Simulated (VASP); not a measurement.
# Sn (I4_1/amd) in VASP: a series of runs, part 2 of 2

VASP 6.6.1. Earlier steps stand in the parts before.

## (3) Single point, r2SCAN (strain -0.030 along x and y, -0.030 along z)

POSCAR reads:

```
Sn
1.0
   -2.8519362416      2.8519362416      1.5513229292
    2.8519362416     -2.8519362416      1.5513229292
    2.8519362416      2.8519362416     -1.5513229292
Sn
2
Direct
    0.7500000000      0.2500000000      0.5000000000
    0.0000000000      0.0000000000      0.0000000000
```

INCAR.step1 reads:

```
  ALGO = Normal
  EDIFF = 1E-4
  ENCUT = 520
  GGA = PE
  ISMEAR = 0
  LASPH = True
  LCHARG = False
  LREAL = False
  LWAVE = True
  NBANDS = 21
  NELM = 80
  PREC = Accurate
  SIGMA = 0.15
```

INCAR.step2 reads:

```
  ALGO = Normal
  EDIFF = 1E-7
  ENCUT = 520
  ISIF = 2
  ISMEAR = 0
  ISTART = 1
  LASPH = True
  LCHARG = True
  LELF = True
  LMIXTAU = True
  LREAL = False
  LVHAR = True
  LWAVE = False
  METAGGA = R2SCAN
  NBANDS = 21
  NELM = 80
  PREC = Accurate
  SIGMA = 0.15
```

KPOINTS reads:

```
k-points
0
Gamma
  16 16 16
```

Potentials or basis: VASP PAW PBE potentials, release 64 (Sn_d).

Command:

```bash
> cat potpaw_PBE.64/Sn_d/POTCAR > POTCAR
> cp INCAR.step1 INCAR
> mpirun -np 1 vasp_std > vasp.out
> cp INCAR.step2 INCAR
> mpirun -np 1 vasp_std > vasp.out
```

OUTCAR:

```text
EDIFF = 1E-7
   ENCUT = 520
   ISIF = 2
   ISMEAR = 0
   ISTART = 1
   LASPH = True
   LREAL = False
   METAGGA = R2SCAN
   NELM = 80
   PREC = Accurate

 ion  position               nearest neighbor table
   1  0.750  0.250  0.500-   2 2.96   2 2.96   2 2.96   2 2.96   2 3.68   2 3.68   2 3.68   2 3.68

   2  0.000  0.000  0.000-   1 2.96   1 2.96   1 2.96   1 2.96   1 3.68   1 3.68   1 3.68   1 3.68

  LATTYP: Found a body centered tetragonal cell.
 ALAT       =     5.7038724832
 C/A-ratio  =     0.5439542815

  Lattice vectors:

 A1 = (  -2.8519362416,   2.8519362416,   1.5513229292)
 A2 = (   2.8519362416,  -2.8519362416,   1.5513229292)
 A3 = (   2.8519362416,   2.8519362416,  -1.5513229292)

Analysis of symmetry for initial positions (statically):
=====================================================================
 Subroutine PRICEL returns:
 Original cell was already a primitive cell.

 Routine SETGRP: Setting up the symmetry group for a
 body centered tetragonal supercell.

 Subroutine GETGRP returns: Found 16 space group operations
 (whereof  8 operations were pure point group operations)
 out of a pool of 16 trial point group operations.

The static configuration has the point symmetry D_2d.
 The point group associated with its full space group is D_4h.

Analysis of symmetry for dynamics (positions and initial velocities):
=====================================================================
 Subroutine PRICEL returns:
 Original cell was already a primitive cell.

 Routine SETGRP: Setting up the symmetry group for a
 body centered tetragonal supercell.

 Subroutine GETGRP returns: Found 16 space group operations
 (whereof  8 operations were pure point group operations)
 out of a pool of 16 trial point group operations.

The dynamic configuration has the point symmetry D_2d.
 The point group associated with its full space group is D_4h.

 Subroutine INISYM returns: Found 16 space group operations
 (whereof  8 operations are pure point group operations),
 and found     1 'primitive' translations

----------------------------------------------------------------------------------------

                                     Primitive cell

  volume of cell :      50.4710

  direct lattice vectors                    reciprocal lattice vectors
    -2.851936242  2.851936242  1.551322929     0.000000000  0.175319487  0.322305556
     2.851936242 -2.851936242  1.551322929     0.175319487  0.000000000  0.322305556
     2.851936242  2.851936242 -1.551322929     0.175319487  0.175319487  0.000000000

  length of vectors
     4.321305761  4.321305761  4.321305761     0.366902977  0.366902977  0.247939197

  position of ions in fractional coordinates (direct lattice)
     0.750000000  0.250000000  0.500000000
     0.000000000  0.000000000  0.000000000

  ion indices of the primitive-cell ions
   primitive index   ion index
                 1           1
                 2           2

----------------------------------------------------------------------------------------

 KPOINTS: k-points

Automatic generation of k-mesh.
 Grid dimensions read from file:
 generate k-points for:   16   16   16

 Generating k-lattice:

  Cartesian coordinates                     Fractional coordinates (reciprocal lattice)
     0.000000000  0.010957468  0.020144097     0.062500000  0.000000000  0.000000000
     0.010957468  0.000000000  0.020144097     0.000000000  0.062500000  0.000000000
     0.010957468  0.010957468  0.000000000     0.000000000  0.000000000  0.062500000

  Length of vectors
     0.022931436  0.022931436  0.015496200

  Shift w.r.t. Gamma in fractional coordinates (k-lattice)
     0.000000000  0.000000000  0.000000000

 Subroutine IBZKPT returns following result:
 ===========================================

 Found    349 irreducible k-points:

 Following reciprocal coordinates:
            Coordinates               Weight
  0.000000  0.000000  0.000000      1.000000
  0.062500  0.000000  0.000000      8.000000
  0.125000  0.000000  0.000000      8.000000
  0.187500  0.000000 -0.000000      8.000000
  0.250000  0.000000  0.000000      8.000000
  0.312500  0.000000 -0.000000      8.000000
[... 16 lines left out ...]
 -0.125000  0.062500  0.000000     16.000000
 -0.062500  0.062500  0.000000      4.000000
 [... further k-points ...]
   k-points           NKPTS =    349   k-points in BZ     NKDIM =    349   number of bands    NBANDS=     21
   number of dos      NEDOS =    301   number of ions     NIONS =      2
   total plane-waves  NPLWV =  32768
   dimension x,y,z NGX =    32 NGY =   32 NGZ =   32
   dimension x,y,z NGXF=    64 NGYF=   64 NGZF=   64
   ions per type =               2
   NGX,Y,Z   is equivalent  to a cutoff of  12.31, 12.31, 12.31 a.u.
   NGXF,Y,Z  is equivalent  to a cutoff of  24.62, 24.62, 24.62 a.u.
 SYSTEM =  unknown system
   PREC   = accura    normal or accurate (medium, high low for compatibility)
   ISTART =      1    job   : 0-new  1-cont  2-samecut
   ICHARG =      0    charge: 1-file 2-atom 10-const
   ISPIN  =      1    spin polarized calculation?
   LNONCOLLINEAR =      F non collinear calculations
   LSORBIT =      F    spin-orbit coupling
   LASPH  =      T    aspherical Exc in radial PAW
   ENCUT  =  520.0 eV  38.22 Ry    6.18 a.u.   8.03  8.03  8.03*2*pi/ulx,y,z
   NELM   =     80;   NELMIN=  2; NELMDL=  0     # of ELM steps
   EDIFF  = 0.1E-06   stopping-criterion for ELM
   LREAL  =      F    real-space projection
   EDIFFG = 0.1E-05   stopping-criterion for IOM
   NSW    =      0    number of steps for IOM
   IBRION =     -1    ionic relax: 0-MD 1-quasi-New 2-CG
   NFREE  =      0    steps in history (QN), initial steepest desc. (CG)
   ISIF   =      2    stress and relaxation
   ISYM   =      2    0-nonsym 1-usesym 2-fastsym
   POTIM  = 0.5000    time-step for ionic-motion
   TEBEG  =    0.0;   TEEND  =   0.0 temperature during run
   PSTRESS=    0.0 pullay stress
   NELECT =      28.0000    total number of electrons
   NUPDOWN=      -1.0000    fix difference up-down
   EMIN   =  10.00;   EMAX   =-10.00  energy-range for DOS
   EFERMI =   0.00;   METHOD = LEGACY
   ISMEAR =     0;   SIGMA  =   0.15  broadening in eV -4-tet -1-fermi 0-gaus
   EFERMI_NEDOS =   21; number of points for ismear=-14 and -15
   IALGO  =     38    algorithm
   IMIX   =      4    mixing-type and parameters
     AMIX     =   0.40;   BMIX     =  1.00
     AMIX_MAG =   1.60;   BMIX_MAG =  1.00
  volume/ion in A,a.u.               =      25.24       170.30
  Fermi-wavevector in a.u.,A,eV,Ry     =   1.345179  2.542021 24.619849  1.809508
  Thomas-Fermi vector in A             =   2.473113
   LORBIT       =      0    0 simple, 1 ext, 2 COOP (PROOUT), +10 PAW based schemes
   METAGGA = R2SCAN    functional components
   LHFCALC =     F    Hartree Fock is set to
   AEXX    =    0.0000 exact exchange contribution
   IVDW    =     0    specifies the selected vdW correction
   LEPSILON=     F    determine dielectric tensor
   LRPA    =     F    only Hartree local field effects (RPA)
 non-spin polarized calculation
 Gauss-broadening in eV      SIGMA  =   0.15
  energy-cutoff  :      520.00
  volume of cell :       50.47
 maximum number of plane-waves:      1379
   NGX = 17   NGY = 17   NGZ = 17

 number of electron      28.0000015 magnetization

 Free energy of the ion-electron system (eV)
  ---------------------------------------------------
  ext. energy  EPLUGINS =         0.00000000
  ---------------------------------------------------
  free energy    TOTEN  =       -49.16932234 eV

  energy without entropy =      -49.16096978  energy(sigma->0) =      -49.16514606

 E-fermi :   8.8839     XC(G=0): -11.5185

 val. band max:        8.8835882613   @ k =   0.4375   0.1875  -0.0000
 cond. band min:       8.8889540170   @ k =  -0.1875  -0.4375   0.0625
 fundamental gap:      0.0053657557
 Fermi energy:         8.8839063133

 k-point     1 :       0.0000    0.0000    0.0000
  band No.  band energies     occupation
      1     -13.6328      2.00000
      2     -13.5175      2.00000
      3     -13.4670      2.00000
      4     -13.4528      2.00000
      5     -13.2404      2.00000
      6     -13.2404      2.00000
[... 13 lines left out ...]
     20      19.5350      0.00000
     21      20.2231      0.00000
[... 529 lines left out ...]
 k-point    24 :      -0.0625    0.0625    0.0000
  band No.  band energies     occupation
      1     -13.6285      2.00000
      2     -13.5183      2.00000
      3     -13.4633      2.00000
      4     -13.4554      2.00000
      5     -13.2425      2.00000
      6     -13.2381      2.00000
[... 13 lines left out ...]
     20      19.7821      0.00000
     21      20.1614      0.00000

 [... further k-points ...]
[... 5 lines left out ...]
  --------------------------------------------------------------------------------------
  -------------------------------------------------------------------------------------
  Total        1.9813413      1.9813413      1.6972204      0.0000000      0.0000000      0.0000000
  in kB       62.8967257     62.8967257     53.8774462      0.0000000      0.0000000      0.0000000
  external PRESSURE =      59.8902992 kB  Pullay stress =       0.0000000 kB

 VOLUME and BASIS-vectors are now :
 -----------------------------------------------------------------------------
  energy-cutoff  :      520.00
  volume of cell :       50.47
      direct lattice vectors                 reciprocal lattice vectors
    -2.851936242  2.851936242  1.551322929     0.000000000  0.175319487  0.322305556
     2.851936242 -2.851936242  1.551322929     0.175319487  0.000000000  0.322305556
     2.851936242  2.851936242 -1.551322929     0.175319487  0.175319487  0.000000000

 POSITION                                       TOTAL-FORCE (eV/Angst)
 -----------------------------------------------------------------------------------
      0.00000      2.85194      0.77566         0.000000      0.000000     -0.000000
      0.00000      0.00000      0.00000        -0.000000     -0.000000      0.000000
 -----------------------------------------------------------------------------------
    total drift:                                0.000000     -0.000000      0.000000

  FREE ENERGIE OF THE ION-ELECTRON SYSTEM (eV)
  ---------------------------------------------------
  free  energy   TOTEN  =       -49.1693223444 eV

  energy  without entropy=      -49.1609697829  energy(sigma->0) =      -49.16514606
```

It took 11 min on 1 thread of Intel Xeon 6975P-C, shared host; peak memory 0.4 GiB.

What came out:

```
Free energy            : -49.1693 eV
Pressure               : 6.0 GPa
Band gap on the k mesh : zero (band 14 reaches 10.73 eV, above the bottom of band 15 at 5.75 eV)
```

Stress tensor (GPa, compression positive):
```
6.29 0.00 0.00
0.00 6.29 0.00
0.00 0.00 5.39
```

Levels at points of the mesh, in eV from the Fermi level:
| k point | band 11 | band 12 | band 13 | band 14 | band 15 | band 16 | band 17 | band 18 |
| --- | --- | --- | --- | --- | --- | --- | --- | --- |
| (0.00, 0.00, 0.00) | -12.28 | -3.46 | -2.41 | -2.41 | 3.20 | 6.91 | 6.91 | 7.77 |
| (0.50, 0.00, 0.00) | -7.38 | -5.94 | -2.28 | -2.09 | -1.44 | 2.41 | 3.20 | 5.33 |
| (0.50, 0.50, 0.00) | -9.77 | -9.77 | 0.50 | 0.50 | 1.92 | 1.92 | 6.74 | 6.74 |
| (0.50, 0.50, 0.50) | -8.12 | -8.12 | -5.52 | -5.52 | 5.61 | 5.61 | 10.67 | 10.67 |

Caveat: the cell differs from its parent crystal (strain -0.030 along x and y, -0.030 along z); the PAW data sets were made with another functional, which shifts forces and pressure a little; spin-orbit coupling is left out, which moves the levels of the heavy elements.
